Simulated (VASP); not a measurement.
# HgH3: single point with PBE

Crystal: HgH3.

```
Hg H
1.0
     7.09445    0.00000    0.00000
     0.00000    7.09445    0.00000
     0.00000    0.00000    7.09445
Hg H
2 6
Direct
  0.50000 0.50000 0.50000
  0.00000 0.00000 0.00000
  0.05302 0.50000 0.50000
  0.94698 0.50000 0.50000
  0.50000 0.05302 0.50000
  0.50000 0.94698 0.50000
  0.50000 0.50000 0.05302
  0.50000 0.50000 0.94698
```

This cell differs from its parent crystal: volume scaled by 0.97, then relaxed in part.

```json
{
 "Program": "VASP 6.6.1",
 "Task": "single point",
 "Functional": "PBE",
 "Potentials or basis": "VASP PAW PBE potentials, release 64 (Hg, H)",
 "Cutoff": "520 eV",
 "k mesh": "4 × 4 × 4",
 "Occupations": "gaussian, width 0.02 eV",
 "Spin": "no spin polarisation",
 "Dipole correction": "no",
 "Further INCAR settings": "ALGO = Normal; EDIFF = 1e-06; NBANDS = 25"
}
```

* Pressure: 0.0 GPa
* Largest force: 0.011 eV/Å
* Band gap on the k mesh: 4.82 eV, direct

Forces on the atoms (eV/Å):
```
Hg   0.000  0.000  0.000
Hg   0.000  0.000  0.000
H   -0.011  0.000  0.000
H    0.011  0.000  0.000
H    0.000 -0.011  0.000
H    0.000  0.011  0.000
H    0.000  0.000 -0.011
H    0.000  0.000  0.011
```

Levels at points of the mesh, in eV from the valence-band top:
```
           k point  band 11  band 12  band 13  band 14  band 15  band 16  band 17  band 18  band 19  band 20
(0.00, 0.00, 0.00)    -3.15    -3.15    -3.15    -0.14     0.00     4.82     4.82     4.82     6.24     6.24
(0.50, 0.00, 0.00)    -3.15    -3.15    -3.15    -0.17    -0.11     5.04     5.04     5.46     5.74     5.94
(0.50, 0.50, 0.00)    -3.15    -3.15    -3.15    -0.32    -0.10     5.09     5.09     5.13     6.11     6.69
(0.50, 0.50, 0.50)    -3.15    -3.15    -3.15    -0.47    -0.08     5.26     5.26     5.26     6.09     6.09
```

Wall time 120 s on 1 thread of Intel Xeon 6975P-C, with other jobs on the host, peak memory 0.44 GiB.

Caveat: spin-orbit coupling is left out, which moves the levels of the heavy elements. A k mesh can miss the band edges.
